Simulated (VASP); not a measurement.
Write the native input for VASP 6.6.1 that does the following.

```yaml
Task: single point
Functional: LDA
Potentials_or_basis: VASP PAW LDA potentials, release 64 (Ni)
Cutoff: 520 eV
k_mesh: 11 × 11 × 15
Occupations: fermi-dirac, width 0.1 eV
Spin: no spin polarisation
Dipole_correction: no
Further_INCAR_settings: ALGO = Normal; EDIFF = 1e-06; NBANDS = 22
```

The structure of Ni lies in POSCAR:

```
Ni
1.0
    3.9886228360      0.0000000000      0.0000000000
   -1.9943114180      3.4542487021      0.0000000000
    0.0000000000      0.0000000000      2.3969676468
Ni
3
Direct
    1.0000000000      0.0000000000      0.0000000000
    0.3333333333      0.6666666667      0.5000000000
    0.6666666667      0.3333333333      0.5000000000
```

This isn't the form of Ni at room conditions, which is fcc.

One way to write it, as run:

INCAR

```
  PREC = Accurate
  ENCUT = 520
  EDIFF = 1E-6
  ISMEAR = -1
  SIGMA = 0.1
  LREAL = False
  LASPH = True
  NELM = 80
  ALGO = Normal
  ISIF = 2
  LWAVE = False
  LCHARG = True
  GGA = CA
  LELF = True
  LVHAR = True
  NBANDS = 22
```

KPOINTS

```
regular mesh
0
Gamma
  11 11 15
```

Potentials or basis: VASP PAW LDA potentials, release 64 (Ni).

Command:

```sh
$ cat potpaw_LDA.64/Ni/POTCAR > POTCAR
$ mpirun -np 1 vasp_std > vasp.out
```

Results of the run:

The pressure is -15.6 GPa. The band gap on the k mesh is zero (bands 15 and 16 overlap by 0.53 eV).

Caveat: the cell stands under tension; the run has no spin polarisation, though such a crystal can be magnetic.

Run time: 2.4 min on 1 thread of Intel Xeon 8259CL (shared host), peak memory 0.19 GiB.
